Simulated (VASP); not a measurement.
Input of a VASP 6.6.1 run:

Contents of INCAR:

```
  ALGO = Normal
  EDIFF = 1E-6
  ENCUT = 520
  GGA = PS
  ISIF = 2
  ISMEAR = 0
  LASPH = T
  LCHARG = F
  LREAL = F
  LWAVE = F
  NBANDS = 16
  NELM = 100
  PREC = Accurate
  SIGMA = 0.15
```

File KPOINTS:

```
k-points
0
Gamma
  18 18 12
```

Contents of POSCAR:

```
Ir
1.0
    2.8339192314      0.0000000000      0.0000000000
   -1.4169596157      2.4542460467      0.0000000000
    0.0000000000      0.0000000000      4.3953556500
Ir
2
Direct
    0.6666666667      0.3333333333      0.7500000000
    0.3333333333      0.6666666667      0.2500000000
```

Potentials or basis: VASP PAW PBE potentials, release 64 (Ir).

Command:

```console
$ cat potpaw_PBE.64/Ir/POTCAR > POTCAR
$ mpirun -np 1 vasp_std > vasp.out
```

Task: Predict the band gap on the k mesh.

Result: Zero (band 9 reaches 9.87 eV, above the bottom of band 10 at 6.98 eV).

Task: What does it give for the pressure?

Result: -23.4 GPa.

Stress tensor (GPa, compression positive):
```
-27.19   0.00   0.00
  0.00 -27.19   0.00
  0.00   0.00 -15.88
```

Caveat: the cell differs from its parent crystal (strain +0.030 along x and y, -0.015 along z); the PAW data sets were made with another functional, which shifts forces and pressure a little; spin-orbit coupling is left out, which moves the levels of the heavy elements.
